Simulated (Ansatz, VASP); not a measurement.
## Fe: VASP beside Ansatz

INCAR

```
PREC = Accurate
ENCUT = 520
EDIFF = 1E-6
ISMEAR = -1
SIGMA = 0.05
LREAL = False
LASPH = True
NELM = 150
ALGO = Normal
ISIF = 2
LWAVE = False
LCHARG = False
ISPIN = 2
MAGMOM = 1.537 -1.537
LORBIT = 11
LMAXMIX = 4
GGA = PE
NBANDS = 19
```

KPOINTS

```
regular mesh
0
Gamma
  15 15 10
```

Contents of POSCAR:

```
Fe
1.0
    2.4843261333      0.0000000000      0.0000000000
    0.0000000000      2.4843261333      0.0000000000
    0.0000000000      0.0000000000      3.7768155441
Fe
2
Direct
    1.0000000000      1.0000000000      0.0000000000
    0.5000000000      0.5000000000      0.5000000000
```

Input for Ansatz:

```yaml
crystal:
  lattice:
    - [2.4843261333, 0.0, 0.0]
    - [0.0, 2.4843261333, 0.0]
    - [0.0, 0.0, 3.7768155441]
  atoms:
    - { symbol: Fe, position: [1.0, 1.0, 0.0], spin: 1.537 }
    - { symbol: Fe, position: [0.5, 0.5, 0.5], spin: -1.537 }
hamiltonian:
  xc: pbe
  pseudopotentials:
    kind: paw
    azcp:
      Fe: "pseudopotentials/Fe.paw.azcp"
basis:
  ecutwfc: 420
  fft_grid_basis: typed
kpoints:
  mp_grid: { grid: [15, 15, 10], shift: [0, 0, 0] }
magnetization:
  spin_polarized: true
scf:
  occupations: { method: fermi_dirac, width: 0.05 }
  lower_state_search: "off"
output:
  stress: true
```

Alike in both runs: task single point; functional PBE; k mesh 15 × 15 × 10; occupations fermi-dirac, width 0.05 eV; collinear spin.

|  | VASP | Ansatz |
| --- | --- | --- |
| version | VASP 6.6.1 | Ansatz 0.2.0 |
| potentials or method | VASP PAW PBE potentials, release 64 (Fe), cutoff 520 eV | plane waves (420 eV) with PAW, scalar-relativistic |
| valence electrons in the cell | 16 | 32 |

```csv
,VASP,Ansatz,Ansatz less VASP
pressure (GPa),-12.6,-12.7,-0.12
"traceless stress, the component that is largest in VASP (GPa)",2.99,2.75,-0.239
net moment per atom (μB),0.00,0.00,0.000
size of the moment on the site where the two differ most (μB),1.84,1.79,-0.043
```

Site moments also hang on the region over which each program counts them. VASP's potentials hold 16 valence electrons a cell and Ansatz's 32, so a difference there can come from the potentials and not from the codes.
